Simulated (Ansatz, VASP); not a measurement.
## AlRu: VASP beside Ansatz

```
Al Ru
1.0
     2.99160    0.00000    0.00000
     0.00000    2.99160    0.00000
     0.00000    0.00000    2.99160
Al Ru
1 1
Direct
  0.97493 0.00000 0.00000
  0.50000 0.50000 0.50000
```

Change from the starting cell: all Al atoms moved +0.075 Å, as atom 1 towards its neighbour atom 1 (Al) at 2.992 Å.

Alike in both runs: task single point; functional PBEsol; k mesh 16 × 16 × 16; occupations gaussian, width 0.15 eV; no spin polarisation.

|  | VASP | Ansatz |
| --- | --- | --- |
| version | VASP 6.6.1 | Ansatz 0.2.0 |
| potentials or method | VASP PAW PBE potentials, release 64 (Al, Ru_pv), cutoff 520 eV | scalar-relativistic, plane waves, PAW |
| valence electrons in the cell | 17 | 19 |

Ansatz gave:

```
gap on the k mesh at the Fermi level (eV)                     : none
pressure (GPa)                                                : -2.8
traceless stress, the component that is largest in VASP (GPa) : -0.29
rms of the force components (eV/Å)                            : 0.329
```

Task: What did VASP give for the same quantities?

Result: gap on the k mesh at the Fermi level (eV): none; pressure (GPa): -2.7; traceless stress, the component that is largest in VASP (GPa): -0.29; rms of the force components (eV/Å): 0.332.

VASP's potentials were made for PBE, not for PBEsol. Atom by atom the forces differ by 0.003 eV/Å (rms over components). A gap of «none» marks a metal or a gap that the smearing closes. VASP's potentials hold 17 valence electrons a cell and Ansatz's 19, so a difference there can come from the potentials and not from the codes.
